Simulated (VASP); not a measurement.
Here is a VASP 6.6.1 calculation.

Contents of POSCAR:

```
Te
1.0
    4.4241064818      0.0000000000      0.0000000000
   -2.2120532409      3.8313886024      0.0000000000
    0.0000000000      0.0000000000      5.8842404128
Te
3
Direct
    0.7310000000      0.7310000000      0.0000000000
    0.0000000000      0.2690000000      0.6666666667
    0.2690000000      0.0000000000      0.3333333333
```

INCAR.step1

```
PREC     = Accurate       # precision mode
ENCUT    = 520            # plane-wave cutoff, eV
ISMEAR   = -1             # smearing method
SIGMA    = 0.05           # smearing width, eV
LREAL    = False          # projectors in reciprocal space
LASPH    = True           # aspherical terms in the spheres
NELM     = 60             # most SCF steps
NBANDS   = 16             # bands
GGA      = PE             # functional
ALGO     = Normal         # electronic algorithm
EDIFF    = 1E-4           # SCF threshold, eV
LWAVE    = True           # write WAVECAR
LCHARG   = False          # write CHGCAR
```

INCAR.step2

```
PREC     = Accurate       # precision mode
ENCUT    = 520            # plane-wave cutoff, eV
EDIFF    = 1E-7           # SCF threshold, eV
ISMEAR   = -1             # smearing method
SIGMA    = 0.05           # smearing width, eV
LREAL    = False          # projectors in reciprocal space
LASPH    = True           # aspherical terms in the spheres
NELM     = 60             # most SCF steps
ALGO     = Normal         # electronic algorithm
ISIF     = 2              # what is computed and relaxed
LWAVE    = False          # write WAVECAR
LCHARG   = True           # write CHGCAR
METAGGA  = R2SCAN         # meta-GGA
LMIXTAU  = True         
LELF     = True           # ELF
LVHAR    = True         
NBANDS   = 16             # bands
ISTART   = 1
```

Contents of KPOINTS:

```
regular mesh
0
Gamma
  7 7 5
```

Potentials or basis: VASP PAW PBE potentials, release 64 (Te).

The run is started by

```bash
$ cat potpaw_PBE.64/Te/POTCAR > POTCAR
$ cp INCAR.step1 INCAR
$ mpirun -np 1 vasp_std > vasp.out
$ cp INCAR.step2 INCAR
$ mpirun -np 1 vasp_std > vasp.out
```

Estimate the pressure.

2.0 GPa.

What does it give for the band gap on the k mesh?

0.73 eV, indirect (least direct gap 0.94 eV).

What does it give for the largest force?

0.049 eV/Å.

Forces on the atoms (eV/Å):
```
Te  -0.025 -0.043  0.000
Te  -0.025  0.043  0.000
Te   0.049  0.000  0.000
```

Caveat: the PAW data sets were made with another functional, which shifts forces and pressure a little; spin-orbit coupling is left out, which moves the levels of the heavy elements. A k mesh can miss the band edges.
